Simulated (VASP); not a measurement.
Write the native input for VASP 6.6.1 that does the following.

- Task: single point
- Functional: PBEsol
- Potentials or basis: VASP PAW PBE potentials, release 64 (Cd, F)
- Cutoff: 520 eV
- k mesh: 8 × 8 × 8
- Occupations: gaussian, width 0.05 eV
- Spin: no spin polarisation
- Dipole correction: no
- Further INCAR settings: ALGO = Normal; EDIFF = 1e-06; NBANDS = 20

The structure of CdF2 lies in POSCAR:

```
CdF2
1.0
    0.0000000000      2.5570894417      2.5064590708
    2.5570894417      0.0000000000      2.5064590708
    2.5570894417      2.5570894417      0.0000000000
Cd F
1 2
Direct
    0.0000000000      0.0000000000      0.0000000000
    0.2500000000      0.2500000000      0.2500000000
    0.7500000000      0.7500000000      0.7500000000
```

One way to write it, as run:

INCAR

```
SYSTEM = CdF2
PREC = Accurate ; ENCUT = 520
EDIFF = 1E-6 ; ISMEAR = 0
SIGMA = 0.05 ; LREAL = .False.
LASPH = .True. ; NELM = 80
ALGO = Normal ; ISIF = 2
LWAVE = .False. ; LCHARG = .False.
GGA = PS ; NBANDS = 20
```

KPOINTS

```
regular mesh
0
Gamma
  8 8 8
  0 0 0
```

Potentials or basis: VASP PAW PBE potentials, release 64 (Cd, F).

The run is started by

```sh
$ cat potpaw_PBE.64/Cd/POTCAR potpaw_PBE.64/F/POTCAR > POTCAR
$ mpirun -np 1 vasp_std > vasp.out
```

Results of the run:

```json
{"Pressure": "31.0 GPa", "Band gap on the k mesh": "3.50 eV (least direct gap 3.69 eV)"}
```

Caveat: the cell stands under pressure; the PAW data sets were made with another functional, which shifts forces and pressure a little.

Wall time 33 s on 1 thread of Intel(R) Xeon(R) Platinum 8259CL CPU @ 2.50GHz (Skylake/Cascade Lake), with other jobs on the host, peak memory 0.18 GiB.
